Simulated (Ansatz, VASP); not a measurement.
## C: VASP beside Ansatz

```
C
1.0
     2.44481    0.00000    0.00000
    -1.22240    2.11727    0.00000
     0.00000    0.00000   20.31257
C
12
Cartesian
  0.0000 0.0000 18.6812
  0.0000 1.4115 18.6807
  0.0000 0.0000 15.1736
  0.0000 1.4115 15.1731
  1.2224 0.7058 5.1395
  0.0000 0.0000 5.1390
  1.2224 0.7058 1.6319
  0.0000 0.0000 1.6314
  0.0000 1.4115 11.9104
  1.2224 0.7058 11.9098
  0.0000 1.4115 8.4027
  1.2224 0.7058 8.4022
```

Alike in both runs: task single point; functional LDA; k mesh 18 × 18 × 2; occupations gaussian, width 0.01 eV; no spin polarisation.

|  | VASP | Ansatz |
| --- | --- | --- |
| version | VASP 6.6.1 | Ansatz 0.2.0 |
| potentials or method | VASP PAW LDA potentials, release 64 (C), cutoff 520 eV | scalar-relativistic, plane waves, PAW |
| valence electrons in the cell | 48 | 48 |

|  | VASP | Ansatz | Ansatz less VASP |
| --- | --- | --- | --- |
| gap on the k mesh at the Fermi level (eV) | 0.26 | 0.26 | -0.001 |
| least direct gap on the mesh (eV) | 0.26 | 0.26 | -0.001 |
| pressure (GPa) | 0.9 | 0.1 | -0.80 |
| traceless stress, the component that is largest in VASP (GPa) | -0.49 | 0.42 | +0.913 |

LDA's correlation is that of Perdew and Zunger in VASP and of Perdew and Wang (1992) in Ansatz. Ansatz's warnings: band edges overlap.
